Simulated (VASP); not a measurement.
Write the native input for VASP 6.6.1 that does the following.

| Property | Result |
| --- | --- |
| Task | relaxation of shape and atoms at fixed volume |
| Functional | PBE |
| Potentials or basis | VASP PAW PBE potentials, release 64 (Be, As) |
| Cutoff | 600 eV |
| k mesh | 10 × 10 × 6 |
| Occupations | gaussian, width 0.02 eV |
| Spin | no spin polarisation |
| Dipole correction | no |
| Further INCAR settings | ALGO = Normal; EDIFF = 1e-07; IBRION = 2; EDIFFG = -0.01; NSW = 50; ISIF = 4 |

The structure of Be3As2 lies in POSCAR:

```
Be3As2
1.0
    2.9859001445     -1.8645182652     -0.0465386351
    2.9859001445      1.8645182652     -0.0465386351
   -1.2949217644      0.0000000000      5.7091795248
Be As
3 2
Direct
    0.6962903119      0.5844572849      0.3795197858
    0.7291407578      0.2708592422      0.0000000000
    0.4155427151      0.3037096881      0.6204802142
    0.3396612234      0.1804863628      0.2311648533
    0.8195136372      0.6603387766      0.7688351467
```

The input as run:

INCAR

```
SYSTEM = Be3As2
PREC = Accurate
ENCUT = 600
EDIFF = 1E-7
ISMEAR = 0
SIGMA = 0.02
LREAL = .False.
LASPH = .True.
NELM = 80
ALGO = Normal
ISIF = 4
LWAVE = .False.
LCHARG = .False.
GGA = PE
IBRION = 2
NSW = 50
EDIFFG = -0.01
```

KPOINTS

```
regular mesh
0
Gamma
  10 10 6
  0 0 0
```

Potentials or basis: VASP PAW PBE potentials, release 64 (Be, As).

Launch:

```bash
$ cat potpaw_PBE.64/Be/POTCAR potpaw_PBE.64/As/POTCAR > POTCAR
$ mpirun -np 1 vasp_std > vasp.out
```

It gave:

```yaml
Energy_gained_by_relaxing: 14.2 meV/atom
Ionic_steps: 33
Pressure_after_relaxing: 9.3 GPa
Largest_force_after_relaxing: 0.009 eV/Å
Band_gap_on_the_k_mesh: zero (bands 8 and 9 overlap by 0.15 eV)
```

Caveat: semilocal functionals underestimate gaps, and a narrow one can read as zero.

Wall time 18 min on 1 thread of Intel(R) Xeon(R) 6975P-C (Granite Rapids), on a shared host, peak memory 0.35 GiB.
